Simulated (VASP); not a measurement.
# Fe2O3 (R-3c) in VASP: relaxation of cell and atoms with PBE+U

Aim: the relaxation of cell and atoms of Fe2O3 with PBE+U.

Everything below comes from runs of VASP 6.6.1. Logs are shortened: lines on timing, memory, paths and dates and some standing lists are left out, and cuts for length are marked.

**1. The cell of the first run**

It takes space group R-3c (No. 167, trigonal). Conventional cell: a = 5.170 Å, b = 5.170 Å, c = 13.940 Å, α = 90.00°, β = 90.00°, γ = 120.00°. Within 2.6 Å of Fe (site symmetry 3) lie 6 O at 2.00 to 2.15 Å. O (site symmetry 2) has 4 Fe at 2.00 to 2.15 Å within 2.6 Å.

**2. Relaxation of cell and atoms, PBE+U, collinear spin, antiferromagnetic start**

INCAR reads:

```
SYSTEM = Fe2O3
PREC = Accurate
ENCUT = 600
EDIFF = 1E-7
ISMEAR = 0
SIGMA = 0.05
LREAL = .FALSE.
LASPH = .TRUE.
NELM = 200
ALGO = Normal
ISIF = 3
LWAVE = .FALSE.
LCHARG = .FALSE.
ISPIN = 2
MAGMOM = 4.23 -4.23 4.23 -4.23 0 0 0 0 0 0
LORBIT = 11
LMAXMIX = 4
LDAU = .TRUE.
LDAUTYPE = 2
LDAUL = 2 -1
LDAUU = 4 0
LDAUJ = 0 0
LDAUPRINT = 1
GGA = PE
IBRION = 2
NSW = 50
EDIFFG = -0.01
GGA_COMPAT = .FALSE.
NELMIN = 4
```

KPOINTS reads:

```
regular mesh
0
G
  4 4 4
  0 0 0
```

POSCAR reads:

```
Fe2O3
1.0
    2.5847951765      1.4923321910      4.6467741358
   -2.5847951765      1.4923321910      4.6467741358
    0.0000000000     -2.9846643819      4.6467741358
Fe O
4 6
Direct
    0.3549336527      0.3549336527      0.3549336527
    0.1450663473      0.1450663473      0.1450663473
    0.6450663473      0.6450663473      0.6450663473
    0.8549336527      0.8549336527      0.8549336527
    0.5536335342      0.9463664658      0.2500000000
    0.2500000000      0.5536335342      0.9463664658
    0.9463664658      0.2500000000      0.5536335342
    0.4463664658      0.0536335342      0.7500000000
    0.7500000000      0.4463664658      0.0536335342
    0.0536335342      0.7500000000      0.4463664658
```

Potentials or basis: VASP PAW PBE potentials, release 64 (Fe, O).

Run with:

```bash
$ cat potpaw_PBE.64/Fe/POTCAR potpaw_PBE.64/O/POTCAR > POTCAR
$ mpirun -np 1 vasp_std > vasp.out
```

OUTCAR:

```text
SYSTEM = Fe2O3
   PREC = Accurate
   ENCUT = 600
   EDIFF = 1E-7
   ISMEAR = 0
   LREAL = .FALSE.
   LASPH = .TRUE.
   NELM = 200
   ISIF = 3
   ISPIN = 2
   LORBIT = 11
   GGA = PE
   IBRION = 2
   NSW = 50
   EDIFFG = -0.01
   NELMIN = 4

 ion  position               nearest neighbor table
   1  0.355  0.355  0.355-  10 2.00   8 2.00   9 2.00   5 2.15   6 2.15   7 2.15   2 2.93   3 3.04
                             3 3.04   3 3.04
   2  0.145  0.145  0.145-   9 2.00   8 2.00  10 2.00   5 2.15   7 2.15   6 2.15   1 2.93   4 3.04
                             4 3.04   4 3.04
   3  0.645  0.645  0.645-   7 2.00   5 2.00   6 2.00   8 2.15   9 2.15  10 2.15   4 2.93   1 3.04
                             1 3.04   1 3.04
   4  0.855  0.855  0.855-   6 2.00   5 2.00   7 2.00   8 2.15  10 2.15   9 2.15   3 2.93   2 3.04
                             2 3.04   2 3.04
   5  0.554  0.946  0.250-   3 2.00   4 2.00   1 2.15   2 2.15
   6  0.250  0.554  0.946-   4 2.00   3 2.00   1 2.15   2 2.15
   7  0.946  0.250  0.554-   3 2.00   4 2.00   2 2.15   1 2.15
   8  0.446  0.054  0.750-   1 2.00   2 2.00   3 2.15   4 2.15
   9  0.750  0.446  0.054-   2 2.00   1 2.00   3 2.15   4 2.15
  10  0.054  0.750  0.446-   1 2.00   2 2.00   4 2.15   3 2.15

  LATTYP: Found a trigonal (rhomboedric) cell.
 ALAT       =     5.5227467208
 COS(alpha) =     0.5619012522

  Lattice vectors:

 A1 = (   2.5847951765,   1.4923321910,   4.6467741358)
 A2 = (  -2.5847951765,   1.4923321910,   4.6467741358)
 A3 = (   0.0000000000,  -2.9846643819,   4.6467741358)

Analysis of symmetry for initial positions (statically):
=====================================================================
 Subroutine PRICEL returns:
 Original cell was already a primitive cell.

 Routine SETGRP: Setting up the symmetry group for a
 trigonal (rhombohedral) supercell.

 Subroutine GETGRP returns: Found 12 space group operations
 (whereof  6 operations were pure point group operations)
 out of a pool of 12 trial point group operations.

The static configuration has the point symmetry S_6 .
 The point group associated with its full space group is D_3d.

Analysis of symmetry for dynamics (positions and initial velocities):
=====================================================================
 Subroutine PRICEL returns:
 Original cell was already a primitive cell.

 Routine SETGRP: Setting up the symmetry group for a
 trigonal (rhombohedral) supercell.

 Subroutine GETGRP returns: Found 12 space group operations
 (whereof  6 operations were pure point group operations)
[... 175 lines left out ...]
  ---------------------------------------------------
  free energy    TOTEN  =       -68.51170774 eV

  energy without entropy =      -68.51170774  energy(sigma->0) =      -68.51170774

 E-fermi :   2.9475     XC(G=0): -11.2503

 val. band max:        2.7302601766   @ k =  -0.2500   0.2500   0.0000
 cond. band min:       4.8893163815   @ k =   0.5000   0.5000  -0.0000
 fundamental gap:      2.1590562048
 Fermi energy:         2.9475436451

 spin component 1

 k-point     1 :       0.0000    0.0000    0.0000
  band No.  band energies     occupation
      1     -15.2883      1.00000
      2     -13.8802      1.00000
      3     -13.8558      1.00000
      4     -13.8558      1.00000
      5     -13.8321      1.00000
      6     -13.8321      1.00000
[... 1600 lines left out ...]
  o =  0.0915  v =  0.3399  0.3565 -0.0000 -0.5100  0.7051  0.0000  0.0000  0.0000  0.0000  0.0000      0.0000  0.0000  0.0000  0.0000  0.0000  0.0000  0.0000  0.0000  0.0000  0.0000
  o =  0.0915  v =  0.7051  0.5100  0.0000  0.3565 -0.3399  0.0000  0.0000  0.0000  0.0000  0.0000      0.0000  0.0000  0.0000  0.0000  0.0000  0.0000  0.0000  0.0000  0.0000  0.0000
  o =  0.0927  v =  0.0000  0.0000  1.0000 -0.0000  0.0000  0.0000  0.0000  0.0000  0.0000  0.0000      0.0000  0.0000  0.0000  0.0000  0.0000  0.0000  0.0000  0.0000  0.0000  0.0000
  o =  0.2918  v =  0.3269 -0.2993 -0.0000 -0.7233 -0.5295  0.0000  0.0000  0.0000  0.0000  0.0000      0.0000  0.0000  0.0000  0.0000  0.0000  0.0000  0.0000  0.0000  0.0000  0.0000
  o =  0.2918  v = -0.5295  0.7233 -0.0000 -0.2993 -0.3269  0.0000  0.0000  0.0000  0.0000  0.0000      0.0000  0.0000  0.0000  0.0000  0.0000  0.0000  0.0000  0.0000  0.0000  0.0000
  o =  0.9759  v =  0.0000  0.0000  0.0000  0.0000  0.0000  0.3493  0.3524 -0.0000 -0.4936  0.7142      0.0000  0.0000  0.0000  0.0000  0.0000  0.0000  0.0000  0.0000  0.0000  0.0000
  o =  0.9759  v =  0.0000  0.0000  0.0000  0.0000  0.0000  0.7142  0.4936  0.0000  0.3524 -0.3493      0.0000  0.0000  0.0000  0.0000  0.0000  0.0000  0.0000  0.0000  0.0000  0.0000
  o =  0.9796  v =  0.0000  0.0000  0.0000  0.0000  0.0000  0.0000  0.0000  1.0000 -0.0000  0.0000      0.0000  0.0000  0.0000  0.0000  0.0000  0.0000  0.0000  0.0000  0.0000  0.0000
  o =  1.0330  v =  0.0000  0.0000  0.0000  0.0000  0.0000  0.3156 -0.2965 -0.0000 -0.7377 -0.5179      0.0000  0.0000  0.0000  0.0000  0.0000  0.0000  0.0000  0.0000  0.0000  0.0000
  o =  1.0330  v =  0.0000  0.0000  0.0000  0.0000  0.0000 -0.5179  0.7377 -0.0000 -0.2965 -0.3156      0.0000  0.0000  0.0000  0.0000  0.0000  0.0000  0.0000  0.0000  0.0000  0.0000

 number of electron      68.0000009 magnetization      -0.0000000

 Free energy of the ion-electron system (eV)
  ---------------------------------------------------
  ext. energy  EPLUGINS =         0.00000000
  ---------------------------------------------------
  free energy    TOTEN  =       -68.65635060 eV

  energy without entropy =      -68.65635060  energy(sigma->0) =      -68.65635060

 E-fermi :   3.4420     XC(G=0): -11.4926

 val. band max:        3.1818344480   @ k =  -0.2500   0.2500   0.0000
 cond. band min:       5.3797789140   @ k =   0.5000   0.5000  -0.0000
 fundamental gap:      2.1979444660
 Fermi energy:         3.4419708508

 spin component 1

 k-point     1 :       0.0000    0.0000    0.0000
  band No.  band energies     occupation
      1     -15.1810      1.00000
      2     -13.6771      1.00000
      3     -13.6493      1.00000
      4     -13.6493      1.00000
      5     -13.5875      1.00000
      6     -13.5875      1.00000
[... 1147 lines left out ...]
  FREE ENERGIE OF THE ION-ELECTRON SYSTEM (eV)
  ---------------------------------------------------
  free  energy   TOTEN  =       -68.6563505967 eV

  energy  without entropy=      -68.6563505967  energy(sigma->0) =      -68.65635060

 reached required accuracy - stopping structural energy minimisation

 total charge

# of ion       s       p       d       tot
------------------------------------------
    1        0.373   0.530   5.831   6.734
    2        0.373   0.530   5.831   6.734
    3        0.373   0.530   5.831   6.734
    4        0.373   0.530   5.831   6.734
    5        1.560   3.466   0.000   5.026
    6        1.560   3.466   0.000   5.026
    7        1.560   3.466   0.000   5.026
    8        1.560   3.466   0.000   5.026
    9        1.560   3.466   0.000   5.026
   10        1.560   3.466   0.000   5.026
--------------------------------------------------
tot         10.851  22.916  23.326  57.092

 magnetization (x)

# of ion       s       p       d       tot
------------------------------------------
    1        0.012   0.015   4.134   4.161
    2       -0.012  -0.015  -4.134  -4.161
    3        0.012   0.015   4.134   4.161
    4       -0.012  -0.015  -4.134  -4.161
    5        0.000   0.000   0.000   0.000
    6        0.000   0.000   0.000   0.000
    7        0.000   0.000   0.000   0.000
    8        0.000   0.000   0.000   0.000
    9        0.000   0.000   0.000   0.000
   10        0.000   0.000   0.000   0.000
--------------------------------------------------
tot          0.000   0.000  -0.000  -0.000
```

OSZICAR:

```text
N       E                     dE             d eps       ncg     rms          rms(c)
DAV:   1     0.885793135628E+03    0.88579E+03   -0.35030E+04  2080   0.220E+03
DAV:   2     0.128429587256E+03   -0.75736E+03   -0.73556E+03  2088   0.520E+02
DAV:   3    -0.675451092914E+02   -0.19597E+03   -0.19031E+03  3200   0.254E+02
[... 106 lines left out ...]
DAV:   5    -0.686563438225E+02    0.23966E-04   -0.86908E-05  2744   0.806E-02    0.520E-02
DAV:   6    -0.686563505712E+02   -0.67487E-05   -0.12974E-05  3000   0.305E-02    0.124E-02
DAV:   7    -0.686563503045E+02    0.26674E-06   -0.32017E-06  3264   0.325E-02    0.723E-03
DAV:   8    -0.686563505453E+02   -0.24081E-06   -0.17061E-06  2912   0.824E-03    0.197E-03
DAV:   9    -0.686563505967E+02   -0.51395E-07   -0.11470E-07  1544   0.419E-03
   9 F= -.68656351E+02 E0= -.68656351E+02  d E =-.233152E-03  mag=    -0.0000
```

Run time: 43 min. Hardware: 1 thread of Oxide Virtual Turin-like, shared host; peak memory 0.44 GiB.

What came out:

```yaml
Free_energy: -68.6564 eV
Relaxed_volume: 10.27 Å³/atom
Relaxed_cell: a = 5.470 Å, b = 5.470 Å, c = 5.470 Å, α = 55.15°, β = 55.15°, γ = 55.15°
Space_group_after_relaxing_to_0.1_Å: R-3c (No. 167)
Energy_gained_by_relaxing: 14.5 meV/atom
Ionic_steps: 9
Pressure_after_relaxing: 0.0 GPa
Largest_force_after_relaxing: 0.008 eV/Å
Band_gap_on_the_k_mesh: 2.20 eV (least direct gap 2.25 eV)
Net_moment: 0.00 μB per cell
Site_moments: Fe +4.16, -4.16 (each value once); O +0.00 μB
Valence_electrons_inside_the_program's_atomic_spheres: Fe 6.73; O 5.03
```

Forces in eV/Å, atoms in the order of the input:
```
Fe   0.000  0.000  0.008
Fe   0.000  0.000 -0.008
Fe   0.000  0.000 -0.008
Fe   0.000  0.000  0.008
O    0.004  0.000  0.000
O   -0.002  0.004  0.000
O   -0.002 -0.004  0.000
O   -0.004  0.000  0.000
O    0.002 -0.004  0.000
O    0.002  0.004  0.000
```

The path:
```tsv
step	energy change (eV)	largest force (eV/Å)	pressure (GPa)	volume (Å³)
1	0.0000	0.1219	-8.13	107.55
2	-0.0680	0.0868	7.04	99.27
3	-0.1379	0.1066	0.17	102.58
4	-0.1379	0.1062	0.36	102.49
5	-0.1423	0.0493	0.28	102.55
6	-0.1438	0.0636	0.20	102.63
7	-0.1444	0.0273	-0.21	102.85
8	-0.1444	0.0236	-0.27	102.87
9	-0.1446	0.0081	0.03	102.71
```

Final structure:
```
Fe O
1.0
     2.53242    1.46209    4.62308
    -2.53242    1.46209    4.62308
     0.00000   -2.92418    4.62308
Fe O
4 6
Direct
  0.35414 0.35414 0.35414
  0.14586 0.14586 0.14586
  0.64586 0.64586 0.64586
  0.85414 0.85414 0.85414
  0.55628 0.94372 0.25000
  0.25000 0.55628 0.94372
  0.94372 0.25000 0.55628
  0.44372 0.05628 0.75000
  0.75000 0.44372 0.05628
  0.05628 0.75000 0.44372
```

Eigenvalues of the final occupation matrices:
```tsv
site	spin	trace	eigenvalues
site 1 d	1	5.00	0.98 0.98 0.98 1.03 1.03
site 1 d	2	0.86	0.09 0.09 0.09 0.29 0.29
site 2 d	1	0.86	0.09 0.09 0.09 0.29 0.29
site 2 d	2	5.00	0.98 0.98 0.98 1.03 1.03
site 3 d	1	5.00	0.98 0.98 0.98 1.03 1.03
site 3 d	2	0.86	0.09 0.09 0.09 0.29 0.29
site 4 d	1	0.86	0.09 0.09 0.09 0.29 0.29
site 4 d	2	5.00	0.98 0.98 0.98 1.03 1.03
```

A k mesh can miss the band edges. The state reached can hang on the start; a lower one may exist.
